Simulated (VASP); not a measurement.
Here is a VASP 6.6.1 calculation.

File INCAR:

```
  PREC = Accurate
  ENCUT = 520
  EDIFF = 1E-7
  ISMEAR = -1
  SIGMA = 0.05
  LREAL = F
  LASPH = T
  NELM = 80
  ALGO = Normal
  ISIF = 2
  LWAVE = F
  LCHARG = T
  GGA = PS
  LELF = T
  LVHAR = T
  NBANDS = 25
```

KPOINTS

```
regular mesh
0
Gamma
  8 8 6
```

POSCAR

```
CuO
1.0
    3.2172831276      0.0000000000      0.0000000000
    0.0000000000      3.2172831276      0.0000000000
    0.0000000000      0.0000000000      4.7107169375
Cu O
2 2
Direct
    0.0000000000      0.0000000000      0.0000000000
    0.5000000000      0.5000000000      0.0000000000
    0.5000000000      0.0000000000      0.2670000000
    0.0000000000      0.5000000000      0.7330000000
```

Potentials or basis: VASP PAW PBE potentials, release 64 (Cu, O).

Run with:

```bash
$ cat potpaw_PBE.64/Cu/POTCAR potpaw_PBE.64/O/POTCAR > POTCAR
$ mpirun -np 1 vasp_std > vasp.out
```

What does it give for the band gap on the k mesh?

Zero (band 17 reaches 2.97 eV, above the bottom of band 18 at 2.14 eV).

Predict the largest force.

1.672 eV/Å.

What does it give for the pressure?

4.3 GPa.

Forces on the atoms (eV/Å):
```
Cu   0.000  0.000  0.000
Cu   0.000  0.000  0.000
O    0.000  0.000 -1.672
O    0.000  0.000  1.672
```

Caveat: the PAW data sets were made with another functional, which shifts forces and pressure a little; semilocal functionals often make such compounds metallic where correlation or magnetic order opens a gap, which also shifts bond lengths. With open d or f shells a metallic result of PBEsol can be an artefact of self-interaction; +U or a hybrid may open a gap.
